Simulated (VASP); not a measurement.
# ZnSe (zincblende type) (F-43m) in VASP: a series of runs

Runs on ZnSe (zincblende type). Level: PBE. Tasks: density of states.

All numbers are computed with VASP 6.6.1; they aren't measurements. Logs are shortened: lines on timing, memory, paths and dates and some standing lists are left out, and cuts for length are marked.

## (1) The cell of the first run

The structure is cubic, space group F-43m (No. 216). The conventional cell has a = 5.616 Å, b = 5.616 Å, c = 5.616 Å, α = 90.00°, β = 90.00°, γ = 90.00°. Within 3.2 Å of Zn (site symmetry -43m) lie 4 Se at 2.43 Å. Se (site symmetry -43m) has 4 Zn at 2.43 Å within 3.2 Å.

## (2) Density of states, PBE (volume scaled by 0.94)

Contents of POSCAR:

```
ZnSe
1.0
    0.0000000000      2.8078463043      2.8078463043
    2.8078463043      0.0000000000      2.8078463043
    2.8078463043      2.8078463043      0.0000000000
Zn Se
1 1
Direct
    0.0000000000      0.0000000000      0.0000000000
    0.2500000000      0.2500000000      0.2500000000
```

Contents of INCAR.step1:

```
PREC = Accurate
ENCUT = 520
EDIFF = 1E-6
ISMEAR = -1
SIGMA = 0.1
LREAL = False
LASPH = True
NELM = 80
ALGO = Normal
ISIF = 2
LWAVE = False
LCHARG = True
GGA = PE
NBANDS = 16
```

Contents of KPOINTS.step1:

```
regular mesh
0
Gamma
  11 11 11
```

Contents of INCAR.step2:

```
PREC = Accurate
ENCUT = 520
EDIFF = 1E-6
ISMEAR = -5
SIGMA = 0.1
LREAL = False
LASPH = True
NELM = 80
ALGO = Normal
ISIF = 2
LWAVE = False
LCHARG = False
GGA = PE
LORBIT = 10
NBANDS = 16
NEDOS = 1001
ICHARG = 11
```

Contents of KPOINTS.step2:

```
regular mesh
0
Gamma
  17 17 17
```

Potentials or basis: VASP PAW PBE potentials, release 64 (Zn, Se).

On the command line:

```
> cat potpaw_PBE.64/Zn/POTCAR potpaw_PBE.64/Se/POTCAR > POTCAR
> cp INCAR.step1 INCAR
> cp KPOINTS.step1 KPOINTS
> mpirun -np 1 vasp_std > vasp.out
> cp INCAR.step2 INCAR
> cp KPOINTS.step2 KPOINTS
> mpirun -np 1 vasp_std > vasp.out
```

OUTCAR:

```text
PREC = Accurate
   ENCUT = 520
   EDIFF = 1E-6
   ISMEAR = -5
   LREAL = False
   LASPH = True
   NELM = 80
   ISIF = 2
   GGA = PE
   LORBIT = 10
   ICHARG = 11

 ion  position               nearest neighbor table
   1  0.000  0.000  0.000-   2 2.43   2 2.43   2 2.43   2 2.43
   2  0.250  0.250  0.250-   1 2.43   1 2.43   1 2.43   1 2.43

  LATTYP: Found a face centered cubic cell.
 ALAT       =     5.6156926086

  Lattice vectors:

 A1 = (   0.0000000000,   2.8078463043,   2.8078463043)
 A2 = (   2.8078463043,   0.0000000000,   2.8078463043)
 A3 = (   2.8078463043,   2.8078463043,   0.0000000000)

Analysis of symmetry for initial positions (statically):
=====================================================================
 Subroutine PRICEL returns:
 Original cell was already a primitive cell.

 Routine SETGRP: Setting up the symmetry group for a
 face centered cubic supercell.

 Subroutine GETGRP returns: Found 24 space group operations
 (whereof 24 operations were pure point group operations)
 out of a pool of 48 trial point group operations.

The static configuration has the point symmetry T_d .

Analysis of symmetry for dynamics (positions and initial velocities):
=====================================================================
 Subroutine PRICEL returns:
 Original cell was already a primitive cell.

 Routine SETGRP: Setting up the symmetry group for a
 face centered cubic supercell.

 Subroutine GETGRP returns: Found 24 space group operations
 (whereof 24 operations were pure point group operations)
 out of a pool of 48 trial point group operations.

The dynamic configuration has the point symmetry T_d .

 Subroutine INISYM returns: Found 24 space group operations
 (whereof 24 operations are pure point group operations),
 and found     1 'primitive' translations

----------------------------------------------------------------------------------------

                                     Primitive cell

  volume of cell :      44.2741

  direct lattice vectors                    reciprocal lattice vectors
     0.000000000  2.807846304  2.807846304    -0.178072425  0.178072425  0.178072425
     2.807846304  0.000000000  2.807846304     0.178072425 -0.178072425  0.178072425
     2.807846304  2.807846304  0.000000000     0.178072425  0.178072425 -0.178072425

  length of vectors
     3.970894325  3.970894325  3.970894325     0.308430487  0.308430487  0.308430487

  position of ions in fractional coordinates (direct lattice)
     0.000000000  0.000000000  0.000000000
     0.250000000  0.250000000  0.250000000

  ion indices of the primitive-cell ions
   primitive index   ion index
                 1           1
                 2           2

----------------------------------------------------------------------------------------

 KPOINTS: regular mesh

Automatic generation of k-mesh.
 Grid dimensions read from file:
 generate k-points for:   17   17   17

 Generating k-lattice:

  Cartesian coordinates                     Fractional coordinates (reciprocal lattice)
    -0.010474849  0.010474849  0.010474849     0.058823529  0.000000000  0.000000000
     0.010474849 -0.010474849  0.010474849     0.000000000  0.058823529  0.000000000
     0.010474849  0.010474849 -0.010474849     0.000000000  0.000000000  0.058823529

  Length of vectors
     0.018142970  0.018142970  0.018142970

  Shift w.r.t. Gamma in fractional coordinates (k-lattice)
     0.000000000  0.000000000  0.000000000

 TETIRR: Found    693 inequivalent tetrahedra from    29478

 Subroutine IBZKPT returns following result:
 ===========================================

 Found    165 irreducible k-points:

 Following reciprocal coordinates:
            Coordinates               Weight
  0.000000  0.000000  0.000000      1.000000
  0.058824  0.000000  0.000000      8.000000
  0.117647  0.000000  0.000000      8.000000
  0.176471  0.000000  0.000000      8.000000
  0.235294  0.000000  0.000000      8.000000
  0.294118  0.000000  0.000000      8.000000
[... 16 lines left out ...]
 -0.176471  0.058824  0.000000     24.000000
 -0.117647  0.058824  0.000000     24.000000
 [... further k-points ...]
   k-points           NKPTS =    165   k-points in BZ     NKDIM =    165   number of bands    NBANDS=     16
   number of dos      NEDOS =   1001   number of ions     NIONS =      2
   total plane-waves  NPLWV =  27000
   dimension x,y,z NGX =    30 NGY =   30 NGZ =   30
   dimension x,y,z NGXF=    60 NGYF=   60 NGZF=   60
   ions per type =               1   1
   NGX,Y,Z   is equivalent  to a cutoff of  12.56, 12.56, 12.56 a.u.
   NGXF,Y,Z  is equivalent  to a cutoff of  25.12, 25.12, 25.12 a.u.
 SYSTEM =  unknown system
   PREC   = accura    normal or accurate (medium, high low for compatibility)
   ISTART =      0    job   : 0-new  1-cont  2-samecut
   ICHARG =     11    charge: 1-file 2-atom 10-const
   ISPIN  =      1    spin polarized calculation?
   LNONCOLLINEAR =      F non collinear calculations
   LSORBIT =      F    spin-orbit coupling
   LASPH  =      T    aspherical Exc in radial PAW
   ENCUT  =  520.0 eV  38.22 Ry    6.18 a.u.   7.38  7.38  7.38*2*pi/ulx,y,z
   NELM   =     80;   NELMIN=  2; NELMDL=  0     # of ELM steps
   EDIFF  = 0.1E-05   stopping-criterion for ELM
   LREAL  =      F    real-space projection
   EDIFFG = 0.1E-04   stopping-criterion for IOM
   NSW    =      0    number of steps for IOM
   IBRION =     -1    ionic relax: 0-MD 1-quasi-New 2-CG
   NFREE  =      0    steps in history (QN), initial steepest desc. (CG)
   ISIF   =      2    stress and relaxation
   ISYM   =      2    0-nonsym 1-usesym 2-fastsym
   POTIM  = 0.5000    time-step for ionic-motion
   TEBEG  =    0.0;   TEEND  =   0.0 temperature during run
   PSTRESS=    0.0 pullay stress
   NELECT =      18.0000    total number of electrons
   NUPDOWN=      -1.0000    fix difference up-down
   EMIN   =  10.00;   EMAX   =-10.00  energy-range for DOS
   EFERMI =   0.00;   METHOD = LEGACY
   ISMEAR =    -5;   SIGMA  =   0.10  broadening in eV -4-tet -1-fermi 0-gaus
   EFERMI_NEDOS =   21; number of points for ismear=-14 and -15
   IALGO  =     38    algorithm
   IMIX   =      4    mixing-type and parameters
     AMIX     =   0.40;   BMIX     =  1.00
     AMIX_MAG =   1.60;   BMIX_MAG =  1.00
  volume/ion in A,a.u.               =      22.14       149.39
  Fermi-wavevector in a.u.,A,eV,Ry     =   1.212781  2.291824 20.011958  1.470837
  Thomas-Fermi vector in A             =   2.348254
   LORBIT       =     10    0 simple, 1 ext, 2 COOP (PROOUT), +10 PAW based schemes
   GGA     = PE    functional components
   LHFCALC =     F    Hartree Fock is set to
   AEXX    =    0.0000 exact exchange contribution
   IVDW    =     0    specifies the selected vdW correction
   LEPSILON=     F    determine dielectric tensor
   LRPA    =     F    only Hartree local field effects (RPA)
 non-spin polarized calculation
 Fermi weights with tetrahedron method with Bloechl corrections
  energy-cutoff  :      520.00
  volume of cell :       44.27
 maximum number of plane-waves:      1243
 NGX is ok and might be reduce to    30

 number of electron      17.9999991 magnetization

 Free energy of the ion-electron system (eV)
  ---------------------------------------------------
  ext. energy  EPLUGINS =         0.00000000
  ---------------------------------------------------
  free energy    TOTEN  =        -5.99458770 eV

  energy without entropy =       -5.99458770  energy(sigma->0) =       -5.99458770

 E-fermi :   1.8799     XC(G=0):  -9.4487

 val. band max:        1.8534884399   @ k =   0.0000   0.0000   0.0000
 cond. band min:       3.2567253676   @ k =   0.0000   0.0000   0.0000
 fundamental gap:      1.4032369277
 Fermi energy:         1.8798563458

 k-point     1 :       0.0000    0.0000    0.0000
  band No.  band energies     occupation
      1     -11.5872      2.00000
      2      -4.7971      2.00000
      3      -4.7971      2.00000
      4      -4.7971      2.00000
      5      -4.4003      2.00000
      6      -4.4003      2.00000
[... 8 lines left out ...]
     15      13.3712      0.00000
     16      13.3712      0.00000

 k-point     2 :       0.0588    0.0000    0.0000
  band No.  band energies     occupation
      1     -11.5631      2.00000
      2      -4.7964      2.00000
      3      -4.7931      2.00000
      4      -4.7931      2.00000
      5      -4.4007      2.00000
      6      -4.4007      2.00000
[... 8 lines left out ...]
     15      13.0760      0.00000
     16      13.0760      0.00000

 k-point     3 :       0.1176    0.0000    0.0000
  band No.  band energies     occupation
      1     -11.4928      2.00000
      2      -4.7928      2.00000
      3      -4.7820      2.00000
      4      -4.7820      2.00000
      5      -4.4017      2.00000
      6      -4.4017      2.00000
[... 8 lines left out ...]
     15      12.6153      0.00000
     16      12.6878      0.00000

 k-point     4 :       0.1765    0.0000    0.0000
  band No.  band energies     occupation
      1     -11.3824      2.00000
      2      -4.7806      2.00000
      3      -4.7658      2.00000
      4      -4.7658      2.00000
      5      -4.4023      2.00000
      6      -4.4023      2.00000
[... 8 lines left out ...]
     15      12.3104      0.00000
     16      12.9525      0.00000

 k-point     5 :       0.2353    0.0000    0.0000
  band No.  band energies     occupation
      1     -11.2425      2.00000
      2      -4.7510      2.00000
      3      -4.7475      2.00000
      4      -4.7475      2.00000
      5      -4.4011      2.00000
      6      -4.4011      2.00000
[... 8 lines left out ...]
     15      12.2840      0.00000
     16      12.7007      0.00000

 k-point     6 :       0.2941    0.0000    0.0000
  band No.  band energies     occupation
      1     -11.0887      2.00000
      2      -4.7305      2.00000
      3      -4.7305      2.00000
      4      -4.6923      2.00000
      5      -4.3973      2.00000
      6      -4.3973      2.00000
[... 8 lines left out ...]
     15      12.5879      0.00000
     16      12.5879      0.00000
[... 267 lines left out ...]
 k-point    21 :      -0.2941    0.0588    0.0000
  band No.  band energies     occupation
      1     -11.0220      2.00000
      2      -4.7243      2.00000
      3      -4.7214      2.00000
      4      -4.6607      2.00000
      5      -4.4036      2.00000
      6      -4.3866      2.00000
[... 8 lines left out ...]
     15      12.5734      0.00000
     16      13.5104      0.00000

 k-point    22 :      -0.2353    0.0588    0.0000
  band No.  band energies     occupation
      1     -11.1744      2.00000
      2      -4.7439      2.00000
      3      -4.7413      2.00000
      4      -4.7247      2.00000
      5      -4.4079      2.00000
      6      -4.3921      2.00000
[... 8 lines left out ...]
     15      12.5498      0.00000
     16      13.2548      0.00000

 k-point    23 :      -0.1765    0.0588    0.0000
  band No.  band energies     occupation
      1     -11.3195      2.00000
      2      -4.7756      2.00000
      3      -4.7597      2.00000
      4      -4.7491      2.00000
      5      -4.4087      2.00000
      6      -4.3957      2.00000
[... 8 lines left out ...]
     15      12.4728      0.00000
     16      13.3722      0.00000

 k-point    24 :      -0.1176    0.0588    0.0000
  band No.  band energies     occupation
      1     -11.4399      2.00000
      2      -4.7918      2.00000
      3      -4.7764      2.00000
      4      -4.7679      2.00000
      5      -4.4069      2.00000
      6      -4.3977      2.00000
[... 8 lines left out ...]
     15      12.6001      0.00000
     16      13.1542      0.00000

 [... further k-points ...]

------------------------ aborting loop because EDIFF is reached ----------------------------------------

  FORCE on cell =-STRESS in cart. coord.  units (eV):
  Direction    XX          YY          ZZ          XY          YZ          ZX
  --------------------------------------------------------------------------------------
  -------------------------------------------------------------------------------------
  Total        1.1964676      1.1964676      1.1964676      0.0000000      0.0000000      0.0000000
  in kB       43.2973728     43.2973728     43.2973728      0.0000000      0.0000000      0.0000000
  external PRESSURE =      43.2973728 kB  Pullay stress =       0.0000000 kB

 VOLUME and BASIS-vectors are now :
 -----------------------------------------------------------------------------
  energy-cutoff  :      520.00
  volume of cell :       44.27
      direct lattice vectors                 reciprocal lattice vectors
     0.000000000  2.807846304  2.807846304    -0.178072425  0.178072425  0.178072425
     2.807846304  0.000000000  2.807846304     0.178072425 -0.178072425  0.178072425
     2.807846304  2.807846304  0.000000000     0.178072425  0.178072425 -0.178072425

 POSITION                                       TOTAL-FORCE (eV/Angst)
 -----------------------------------------------------------------------------------
      0.00000      0.00000      0.00000         0.000000      0.000000      0.000000
      1.40392      1.40392      1.40392        -0.000000     -0.000000     -0.000000
 -----------------------------------------------------------------------------------
    total drift:                                0.000000      0.000000      0.000000

  FREE ENERGIE OF THE ION-ELECTRON SYSTEM (eV)
  ---------------------------------------------------
  free  energy   TOTEN  =        -5.9945877045 eV

  energy  without entropy=       -5.9945877045  energy(sigma->0) =       -5.99458770

 total charge

# of ion       s       p       d       tot
------------------------------------------
    1        0.541   0.469   9.788  10.798
    2        1.436   2.445   0.033   3.913
--------------------------------------------------
tot          1.976   2.914   9.821  14.711
```

Run time: 3.7 min. Hardware: 1 thread of AMD EPYC 7R13, shared host; peak memory 0.22 GiB.

Results:

```yaml
Valence_electrons_inside_the_program's_atomic_spheres: Zn 10.80; Se 3.91
```

Caveat: the cell differs from its parent crystal (volume scaled by 0.94).

## (3) Density of states, PBE

This run uses another cell than the first one, of 23.55 Å³/atom, 1.064 times its volume.

Contents of POSCAR:

```
ZnSe
1.0
    0.0000000000      2.8663598629      2.8663598629
    2.8663598629      0.0000000000      2.8663598629
    2.8663598629      2.8663598629      0.0000000000
Zn Se
1 1
Direct
    0.0000000000      0.0000000000      0.0000000000
    0.2500000000      0.2500000000      0.2500000000
```

Contents of INCAR.step1:

```
SYSTEM = ZnSe
ALGO     = Normal         ! electronic algorithm
EDIFF    = 1E-7           ! SCF threshold, eV
ENCUT    = 520            ! plane-wave cutoff, eV
GGA      = PE             ! functional
ISIF     = 2              ! what is computed and relaxed
ISMEAR   = -1             ! smearing method
LASPH    = .True.         ! aspherical terms in the spheres
LCHARG   = .True.         ! write CHGCAR
LREAL    = .False.        ! projectors in reciprocal space
LWAVE    = .False.        ! write WAVECAR
NBANDS   = 16             ! bands
NELM     = 80             ! most SCF steps
PREC     = Accurate       ! precision mode
SIGMA    = 0.1            ! smearing width, eV
```

Contents of KPOINTS.step1:

```
k-points
0
Gamma
  11 11 11
  0 0 0
```

Contents of INCAR.step2:

```
SYSTEM = ZnSe
ALGO     = Normal         ! electronic algorithm
EDIFF    = 1E-7           ! SCF threshold, eV
ENCUT    = 520            ! plane-wave cutoff, eV
GGA      = PE             ! functional
ICHARG   = 11             ! starting density
ISIF     = 2              ! what is computed and relaxed
ISMEAR   = -5             ! smearing method
LASPH    = .True.         ! aspherical terms in the spheres
LCHARG   = .False.        ! write CHGCAR
LORBIT   = 11             ! projections on sites
LREAL    = .False.        ! projectors in reciprocal space
LWAVE    = .False.        ! write WAVECAR
NEDOS    = 1001           ! points of the DOS
NELM     = 80             ! most SCF steps
PREC     = Accurate       ! precision mode
SIGMA    = 0.1            ! smearing width, eV
```

Contents of KPOINTS.step2:

```
k-points
0
Gamma
  17 17 17
  0 0 0
```

Potentials or basis: VASP PAW PBE potentials, release 64 (Zn, Se).

On the command line:

```
> cat potpaw_PBE.64/Zn/POTCAR potpaw_PBE.64/Se/POTCAR > POTCAR
> cp INCAR.step1 INCAR
> cp KPOINTS.step1 KPOINTS
> mpirun -np 1 vasp_std > vasp.out
> cp INCAR.step2 INCAR
> cp KPOINTS.step2 KPOINTS
> mpirun -np 1 vasp_std > vasp.out
```

Run time: 3.6 min. Hardware: 1 thread of AMD EPYC 7R13, shared host; peak memory 0.22 GiB.

Results (log left out):

```
Valence electrons inside the program's atomic spheres : Zn 10.73; Se 3.87
```

Levels at points of the mesh, in eV from the valence-band top:
| k point | band 7 | band 8 | band 9 | band 10 | band 11 | band 12 |
| --- | --- | --- | --- | --- | --- | --- |
| (0.00, 0.00, 0.00) | 0.00 | 0.00 | 0.00 | 1.15 | 5.81 | 5.81 |
